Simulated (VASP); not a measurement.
## TaSi2: single point with PBE

Crystal: TaSi2.

```
Ta Si
1.0
     5.64927    0.00000    0.00000
     0.00000    5.64927    0.00000
     0.00000    0.00000    5.64927
Ta Si
2 4
Direct
  0.00000 0.00000 0.00000
  0.50000 0.50000 0.50000
  0.25000 0.25000 0.25000
  0.25000 0.75000 0.75000
  0.75000 0.75000 0.25000
  0.75000 0.25000 0.75000
```

| Quantity | Value |
| --- | --- |
| Program | VASP 6.6.1 |
| Task | single point |
| Functional | PBE |
| Potentials or basis | VASP PAW PBE potentials, release 64 (Ta_pv, Si) |
| Cutoff | 520 eV |
| k mesh | 8 × 8 × 8 |
| Occupations | gaussian, width 0.1 eV |
| Spin | no spin polarisation |

```json
{
  "Pressure": "0.0 GPa",
  "Band gap on the k mesh": "zero (bands 19 and 20 overlap by 0.64 eV)"
}
```

Levels at points of the mesh, in eV from the Fermi level:
```tsv
k point	band 15	band 16	band 17	band 18	band 19	band 20	band 21	band 22	band 23	band 24
(0.00, 0.00, 0.00)	-1.38	-1.38	0.39	0.39	0.47	0.47	0.47	1.21	1.21	1.21
(0.50, 0.00, 0.00)	-1.41	-1.41	-1.31	-1.31	0.15	0.15	0.81	0.81	1.02	1.02
(0.50, 0.50, 0.00)	-1.29	-1.29	-1.28	-1.28	-0.17	-0.17	0.55	0.55	1.15	1.15
(0.50, 0.50, 0.50)	-1.19	-1.19	-1.19	-0.48	-0.48	0.53	0.53	1.56	1.56	1.56
```

Wall time 78 s on 1 thread of AMD EPYC 9R45 96-Core Processor (Zen 5), on a shared host, peak memory 0.31 GiB.

Caveat: spin-orbit coupling is left out, which moves the levels of the heavy elements.
